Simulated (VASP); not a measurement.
# As (Pm-3n) in VASP: single point with PBE

Aim: the single point of As with PBE.

All numbers are computed with VASP 6.6.1; they aren't measurements. Logs are shortened: lines on timing, memory, paths and dates and some standing lists are left out, and cuts for length are marked.

## (1) The cell of the first run

Symmetry: Pm-3n, No. 223, cubic system. The conventional cell has a = 5.399 Å, b = 5.399 Å, c = 5.399 Å, α = 90.00°, β = 90.00°, γ = 90.00°. As (site symmetry m-3) has 12 As at 3.02 Å within 4.0 Å. Within 3.6 Å of As (site symmetry -4m2) lie 14 As at 2.70 to 3.31 Å.

## (2) Single point, PBE

INCAR

```
SYSTEM = As
PREC     = Accurate       ! precision mode
ENCUT    = 520            ! plane-wave cutoff, eV
EDIFF    = 1E-6           ! SCF threshold, eV
ISMEAR   = -1             ! smearing method
SIGMA    = 0.1            ! smearing width, eV
LREAL    = .False.        ! projectors in reciprocal space
LASPH    = .True.         ! aspherical terms in the spheres
NELM     = 100            ! most SCF steps
ALGO     = Normal         ! electronic algorithm
ISIF     = 2              ! what is computed and relaxed
LWAVE    = .False.        ! write WAVECAR
LCHARG   = .False.        ! write CHGCAR
GGA      = PE             ! functional
NBANDS   = 30             ! bands
```

KPOINTS

```
Automatic mesh
0
Gamma
  6 6 6
  0 0 0
```

POSCAR

```
As
1.0
    5.3994661446      0.0000000000      0.0000000000
    0.0000000000      5.3994661446      0.0000000000
    0.0000000000      0.0000000000      5.3994661446
As
8
Direct
    0.0000000000      1.0000000000      1.0000000000
    0.5000000000      0.5000000000      0.5000000000
    0.2500000000      0.0000000000      0.5000000000
    0.7500000000      0.0000000000      0.5000000000
    0.5000000000      0.2500000000      1.0000000000
    0.5000000000      0.7500000000      1.0000000000
    1.0000000000      0.5000000000      0.2500000000
    1.0000000000      0.5000000000      0.7500000000
```

Potentials or basis: VASP PAW PBE potentials, release 64 (As).

The run is started by

```bash
$ cat potpaw_PBE.64/As/POTCAR > POTCAR
$ mpirun -np 1 vasp_std > vasp.out
```

OUTCAR:

```text
SYSTEM = As
   PREC = Accurate
   ENCUT = 520
   EDIFF = 1E-6
   ISMEAR = -1
   LREAL = .False.
   LASPH = .True.
   NELM = 100
   ISIF = 2
   GGA = PE

 ion  position               nearest neighbor table
   1  0.000  0.000  0.000-
   2  0.500  0.500  0.500-
   3  0.250  0.000  0.500-   4 2.70   4 2.70
   4  0.750  0.000  0.500-   3 2.70   3 2.70
   5  0.500  0.250  0.000-   6 2.70   6 2.70
   6  0.500  0.750  0.000-   5 2.70   5 2.70
   7  0.000  0.500  0.250-   8 2.70   8 2.70
   8  0.000  0.500  0.750-   7 2.70   7 2.70

  LATTYP: Found a simple cubic cell.
 ALAT       =     5.3994661446

  Lattice vectors:

 A1 = (   5.3994661446,   0.0000000000,   0.0000000000)
 A2 = (   0.0000000000,   5.3994661446,   0.0000000000)
 A3 = (   0.0000000000,   0.0000000000,   5.3994661446)

Analysis of symmetry for initial positions (statically):
=====================================================================
 Subroutine PRICEL returns:
 Original cell was already a primitive cell.

 Routine SETGRP: Setting up the symmetry group for a
 simple cubic supercell.

 Subroutine GETGRP returns: Found 48 space group operations
 (whereof 24 operations were pure point group operations)
 out of a pool of 48 trial point group operations.

The static configuration has the point symmetry T_h .
 The point group associated with its full space group is O_h .

Analysis of symmetry for dynamics (positions and initial velocities):
=====================================================================
 Subroutine PRICEL returns:
 Original cell was already a primitive cell.

 Routine SETGRP: Setting up the symmetry group for a
 simple cubic supercell.

 Subroutine GETGRP returns: Found 48 space group operations
 (whereof 24 operations were pure point group operations)
 out of a pool of 48 trial point group operations.

The dynamic configuration has the point symmetry T_h .
 The point group associated with its full space group is O_h .

 Subroutine INISYM returns: Found 48 space group operations
 (whereof 24 operations are pure point group operations),
 and found     1 'primitive' translations

[... 95 lines left out ...]
   ISPIN  =      1    spin polarized calculation?
   LNONCOLLINEAR =      F non collinear calculations
   LSORBIT =      F    spin-orbit coupling
   LASPH  =      T    aspherical Exc in radial PAW
   ENCUT  =  520.0 eV  38.22 Ry    6.18 a.u.  10.04 10.04 10.04*2*pi/ulx,y,z
   NELM   =    100;   NELMIN=  2; NELMDL= -5     # of ELM steps
   EDIFF  = 0.1E-05   stopping-criterion for ELM
   LREAL  =      F    real-space projection
   EDIFFG = 0.1E-04   stopping-criterion for IOM
   NSW    =      0    number of steps for IOM
   IBRION =     -1    ionic relax: 0-MD 1-quasi-New 2-CG
   NFREE  =      0    steps in history (QN), initial steepest desc. (CG)
   ISIF   =      2    stress and relaxation
   ISYM   =      2    0-nonsym 1-usesym 2-fastsym
   POTIM  = 0.5000    time-step for ionic-motion
   TEBEG  =    0.0;   TEEND  =   0.0 temperature during run
   PSTRESS=    0.0 pullay stress
   NELECT =      40.0000    total number of electrons
   NUPDOWN=      -1.0000    fix difference up-down
   EMIN   =  10.00;   EMAX   =-10.00  energy-range for DOS
   EFERMI =   0.00;   METHOD = LEGACY
   ISMEAR =    -1;   SIGMA  =   0.10  broadening in eV -4-tet -1-fermi 0-gaus
   EFERMI_NEDOS =   21; number of points for ismear=-14 and -15
   IALGO  =     38    algorithm
   IMIX   =      4    mixing-type and parameters
     AMIX     =   0.40;   BMIX     =  1.00
     AMIX_MAG =   1.60;   BMIX_MAG =  1.00
  volume/ion in A,a.u.               =      19.68       132.79
  Fermi-wavevector in a.u.,A,eV,Ry     =   1.036917  1.959489 14.628942  1.075197
  Thomas-Fermi vector in A             =   2.171330
   LORBIT       =      0    0 simple, 1 ext, 2 COOP (PROOUT), +10 PAW based schemes
   GGA     = PE    functional components
[... 5 lines left out ...]
 non-spin polarized calculation
  energy-cutoff  :      520.00
  volume of cell :      157.42
 maximum number of plane-waves:      4272
   NGX = 21   NGY = 21   NGZ = 21

 number of electron      40.0000008 magnetization

 Free energy of the ion-electron system (eV)
  ---------------------------------------------------
  ext. energy  EPLUGINS =         0.00000000
  ---------------------------------------------------
  free energy    TOTEN  =       -32.70127211 eV

  energy without entropy =      -32.51746711  energy(sigma->0) =      -32.60936961

 E-fermi :   6.2094     XC(G=0): -10.6244

 val. band max:        6.1941862686   @ k =   0.5000   0.1667   0.1667
 cond. band min:       6.2475512021   @ k =   0.5000   0.5000   0.5000
 fundamental gap:      0.0533649335
 Fermi energy:         6.2094358087

 k-point     1 :       0.0000    0.0000    0.0000
  band No.  band energies     occupation
      1      -8.7425      2.00000
      2      -5.2938      2.00000
      3      -5.2938      2.00000
      4      -4.9692      2.00000
      5      -3.2385      2.00000
      6      -3.2385      2.00000
[... 649 lines left out ...]
     29       6.9931      0.00079
     30       6.9931      0.00079

------------------------ aborting loop because EDIFF is reached ----------------------------------------

  FORCE on cell =-STRESS in cart. coord.  units (eV):
  Direction    XX          YY          ZZ          XY          YZ          ZX
  --------------------------------------------------------------------------------------
  -------------------------------------------------------------------------------------
  Total       -0.3101030     -0.3101030     -0.3101030     -0.0000000      0.0000000      0.0000000
  in kB       -3.1561969     -3.1561969     -3.1561969     -0.0000000      0.0000000      0.0000000
  external PRESSURE =      -3.1561969 kB  Pullay stress =       0.0000000 kB

 VOLUME and BASIS-vectors are now :
 -----------------------------------------------------------------------------
  energy-cutoff  :      520.00
  volume of cell :      157.42
      direct lattice vectors                 reciprocal lattice vectors
     5.399466145  0.000000000  0.000000000     0.185203495  0.000000000  0.000000000
     0.000000000  5.399466145  0.000000000     0.000000000  0.185203495  0.000000000
     0.000000000  0.000000000  5.399466145     0.000000000  0.000000000  0.185203495

 POSITION                                       TOTAL-FORCE (eV/Angst)
 -----------------------------------------------------------------------------------
      0.00000      0.00000      0.00000         0.000000      0.000000      0.000000
      2.69973      2.69973      2.69973         0.000000      0.000000      0.000000
      1.34987      0.00000      2.69973        -0.000000     -0.000000     -0.000000
      4.04960      0.00000      2.69973         0.000000      0.000000      0.000000
      2.69973      1.34987      0.00000        -0.000000      0.000000     -0.000000
      2.69973      4.04960      0.00000         0.000000      0.000000      0.000000
      0.00000      2.69973      1.34987         0.000000     -0.000000      0.000000
      0.00000      2.69973      4.04960        -0.000000      0.000000      0.000000
 -----------------------------------------------------------------------------------
    total drift:                                0.000000     -0.000000      0.000000

  FREE ENERGIE OF THE ION-ELECTRON SYSTEM (eV)
  ---------------------------------------------------
  free  energy   TOTEN  =       -32.7012721135 eV

  energy  without entropy=      -32.5174671060  energy(sigma->0) =      -32.60936961
```

OSZICAR:

```text
N       E                     dE             d eps       ncg     rms          rms(c)
DAV:   1     0.142572182127E+03    0.14257E+03   -0.16239E+04  1200   0.114E+03
DAV:   2    -0.217450135275E+02   -0.16432E+03   -0.15932E+03  1568   0.169E+02
DAV:   3    -0.325859615456E+02   -0.10841E+02   -0.10614E+02  1426   0.426E+01
DAV:   4    -0.327578188407E+02   -0.17186E+00   -0.16840E+00  1488   0.519E+00
DAV:   5    -0.327606584091E+02   -0.28396E-02   -0.28352E-02  1426   0.500E-01    0.528E+00
DAV:   6    -0.327184544811E+02    0.42204E-01   -0.30774E-02  1436   0.721E-01    0.309E+00
DAV:   7    -0.327009827888E+02    0.17472E-01   -0.44774E-02  1354   0.870E-01    0.167E-01
DAV:   8    -0.327012255825E+02   -0.24279E-03   -0.16195E-03  1472   0.168E-01    0.996E-02
DAV:   9    -0.327012761265E+02   -0.50544E-04   -0.10481E-04  1380   0.571E-02    0.241E-02
DAV:  10    -0.327012728239E+02    0.33026E-05   -0.32017E-06  1378   0.827E-03    0.451E-03
DAV:  11    -0.327012718190E+02    0.10049E-05   -0.55408E-07   738   0.483E-03    0.107E-03
DAV:  12    -0.327012721135E+02   -0.29451E-06   -0.37642E-08   744   0.877E-04
   1 F= -.32701272E+02 E0= -.32609370E+02  d E =-.183805E+00
```

stdout:

```text
POSCAR found type information on POSCAR As
 POSCAR found :  1 types and       8 ions
 scaLAPACK will be used
 LDA part: xc-table for (Slater+PW92), standard interpolation
 POSCAR, INCAR and KPOINTS ok, starting setup
 FFT: planning ... GRIDC
 FFT: planning ... GRID_SOFT
 FFT: planning ... GRID
 WAVECAR not read
 entering main loop
```

Wall time 94 s (1 thread of AMD EPYC 7R13 (Zen 3), shared host); peak memory 0.23 GiB.

What came out:

| Item | Value |
| --- | --- |
| Free energy | -32.7013 eV |
| Pressure | -0.3 GPa |
| Band gap on the k mesh | zero (band 20 reaches 6.43 eV, above the bottom of band 21 at 5.84 eV) |

Levels at points of the mesh, in eV from the Fermi level:
```csv
k point,band 16,band 17,band 18,band 19,band 20,band 21,band 22,band 23,band 24,band 25
"(0.00, 0.00, 0.00)",-3.35,-2.56,-1.86,-1.86,-1.86,0.92,0.92,0.92,1.35,1.35
"(0.50, 0.00, 0.00)",-2.49,-1.47,-1.47,-0.81,-0.81,0.28,0.28,1.16,1.16,1.55
"(0.50, 0.50, 0.00)",-1.77,-1.49,-1.49,-0.67,-0.29,0.29,0.67,1.26,1.26,1.78
"(0.50, 0.50, 0.50)",-1.78,0.04,0.04,0.04,0.04,0.04,0.04,0.12,0.12,0.12
```
